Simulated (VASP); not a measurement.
A run of VASP 6.6.1 is set up as follows.

Contents of INCAR:

```
SYSTEM = Ta8AlN8
PREC = Accurate
ENCUT = 520
EDIFF = 1E-6
ISMEAR = 1
SIGMA = 0.1
LREAL = Auto
LASPH = .True.
NELM = 120
ALGO = Normal
ISIF = 2
LWAVE = .False.
LCHARG = .False.
GGA = PE
NBANDS = 88
GGA_COMPAT = .False.
```

File KPOINTS:

```
regular mesh
0
Gamma
  4 4 4
  0 0 0
```

Contents of POSCAR:

```
Ta8AlN8
1.0
    0.0000000000      4.4157308800      4.4157308800
    4.4157308800      0.0000000000      4.4157308800
    4.4157308800      4.4157308800      0.0000000000
Ta N Al
8 8 1
Direct
    0.1975524604      0.1986854552      0.2077414872
    0.2439970934      0.2777289951      0.7650102762
    0.2346995386      0.7575919119      0.2773724290
    0.2699999235      0.7725112994      0.7153606245
    0.7870986920      0.2537545948      0.2197690544
    0.7190452920      0.2481062659      0.8001197528
    0.7183526547      0.7903538723      0.2628212705
    0.7803182743      0.7221824850      0.7444549021
    0.0222426372     -0.0145315695     -0.0092810230
   -0.0397791452      0.0065400272      0.5497565558
   -0.0158639650      0.5583295420      0.0002717557
   -0.0028789119      0.4798980186      0.4865841145
    0.5170259606     -0.0318324427     -0.0128353610
    0.5256502407      0.0046825770      0.5477453372
    0.4910110147      0.5471679696     -0.0010248587
    0.5345187613      0.4930264228      0.4945190410
    0.3655085747      0.3123551995      0.3359920567
```

Potentials or basis: VASP PAW PBE potentials, release 64 (Ta_sv_GW, N, Al).

Command:

```sh
$ cat potpaw_PBE.64/Ta_sv_GW/POTCAR potpaw_PBE.64/N/POTCAR potpaw_PBE.64/Al/POTCAR > POTCAR
$ mpirun -np 1 vasp_std > vasp.out
```

**Question.** Predict the largest force.

**Answer.** 0.275 eV/Å.

**Question.** What does it give for the band gap on the k mesh?

**Answer.** Zero (an odd number of electrons rules out a gap without spin polarisation).

**Question.** Predict the pressure.

**Answer.** 39.9 GPa.

Stress tensor (GPa, compression positive):
```
40.25  8.76  8.69
 8.76 40.51 13.15
 8.69 13.15 38.80
```

Caveat: spin-orbit coupling is left out, which moves the levels of the heavy elements; an odd number of electrons without spin polarisation forces a metal; a magnetic or distorted state may lie lower.
